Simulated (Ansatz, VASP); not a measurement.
**Ta4N3 in VASP and in Ansatz**

```xyz
14
Lattice="-4.3571 0.0000 0.0000 0.0000 -4.3571 0.0000 0.0000 0.0000 8.2454" Properties=species:S:1:pos:R:3 pbc="T T T"
Ta   -2.1786    0.0000    5.2947
Ta    0.0000   -2.1786    1.0220
Ta    0.0000    0.0000    7.5229
Ta   -2.1786   -2.1786    3.2503
Ta   -2.1786    0.0000    1.0220
Ta    0.0000   -2.1786    5.2947
Ta   -2.1786   -2.1786    7.3391
Ta   -4.3571   -4.3571    3.0665
N    -2.1786   -4.3571    3.1584
N     0.0000   -2.1786    7.4310
N     0.0000    0.0000    5.2947
N    -2.1786   -2.1786    1.0220
N    -4.3571   -2.1786    3.1584
N    -2.1786    0.0000    7.4310
```

Alike in both runs: task single point; functional PBEsol; k mesh 9 × 9 × 5; occupations gaussian, width 0.15 eV; no spin polarisation.

|  | VASP | Ansatz |
| --- | --- | --- |
| version | VASP 6.6.1 | Ansatz 0.2.0 |
| potentials or method | VASP PAW PBE potentials, release 64 (Ta_pv, N), cutoff 520 eV | scalar-relativistic, plane waves, PAW |
| valence electrons in the cell | 118 | 134 |

|  | VASP | Ansatz | Ansatz less VASP |
| --- | --- | --- | --- |
| gap on the k mesh at the Fermi level (eV) | none | none | - |
| pressure (GPa) | 20.8 | 19.7 | -1.09 |
| traceless stress, the component that is largest in VASP (GPa) | 24.22 | 23.77 | -0.454 |
| rms of the force components (eV/Å) | 2.350 | 2.301 | -0.0487 |

VASP's potentials were made for PBE, not for PBEsol. Atom by atom the forces differ by 0.051 eV/Å (rms over components). A gap of «none» marks a metal or a gap that the smearing closes. VASP's potentials hold 118 valence electrons a cell and Ansatz's 134, so a difference there can come from the potentials and not from the codes.

Neither program's run includes spin-orbit coupling.
